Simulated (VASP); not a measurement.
Write the native input for VASP 6.6.1 that does the following.

```
Task                   : single point
Functional             : PBEsol
Potentials or basis    : VASP PAW PBE potentials, release 64 (Ga_d, Al, N)
Cutoff                 : 520 eV
k mesh                 : 6 × 6 × 1
Occupations            : fermi-dirac, width 0.05 eV
Spin                   : no spin polarisation
Dipole correction      : no
Further INCAR settings : ALGO = Normal; EDIFF = 1e-06; NBANDS = 76
```

The structure of Al5GaN6 (an interface model) lies in POSCAR:

```
Al5GaN6
1.0
    3.1138161393      0.0000000000      0.0000000000
   -1.5569080697      2.6966438794      0.0000000000
    0.0000000000      0.0000000000     30.1792591276
Ga Al N
2 10 12
Direct
    0.6666670000      0.3333330000      0.0861860000
    0.3333330000      0.6666670000      0.1729740000
    0.6666670000      0.3333330000      0.2574550000
    0.6666670000      0.3333330000      0.4227550000
    0.6666670000      0.3333330000      0.5880120000
    0.6666670000      0.3333330000      0.7532680000
    0.6666670000      0.3333330000      0.9185280000
    0.3333330000      0.6666670000      0.3401270000
    0.3333330000      0.6666670000      0.5053830000
    0.3333330000      0.6666670000      0.6706400000
    0.3333330000      0.6666670000      0.8358960000
    0.3333330000      0.6666670000      0.0010890000
    0.3333330000      0.6666670000      0.0640770000
    0.3333330000      0.6666670000      0.2381030000
    0.3333330000      0.6666670000      0.4031010000
    0.3333330000      0.6666670000      0.5683560000
    0.3333330000      0.6666670000      0.7336120000
    0.3333330000      0.6666670000      0.8988680000
    0.6666670000      0.3333330000      0.1510830000
    0.6666670000      0.3333330000      0.3204660000
    0.6666670000      0.3333330000      0.4857280000
    0.6666670000      0.3333330000      0.6509840000
    0.6666670000      0.3333330000      0.8162400000
    0.6666670000      0.3333330000      0.9815020000
```

These files were run (other wordings do the same):

INCAR

```
PREC = Accurate
ENCUT = 520
EDIFF = 1E-6
ISMEAR = -1
SIGMA = 0.05
LREAL = False
LASPH = True
NELM = 120
ALGO = Normal
ISIF = 2
LWAVE = False
LCHARG = False
GGA = PS
NBANDS = 76
GGA_COMPAT = False
```

KPOINTS

```
Automatic mesh
0
Gamma
  6 6 1
```

Potentials or basis: VASP PAW PBE potentials, release 64 (Ga_d, Al, N).

The run is started by

```console
$ cat potpaw_PBE.64/Ga_d/POTCAR potpaw_PBE.64/Al/POTCAR potpaw_PBE.64/N/POTCAR > POTCAR
$ mpirun -np 1 vasp_std > vasp.out
```

It gave:

```
Pressure               : 1.0 GPa
Largest force          : 0.020 eV/Å
Band gap on the k mesh : 3.01 eV
```

Caveat: the PAW data sets were made with another functional, which shifts forces and pressure a little.

It took 4.2 min on 1 thread of Intel Xeon 8259CL, with other jobs on the host, peak memory 0.4 GiB.
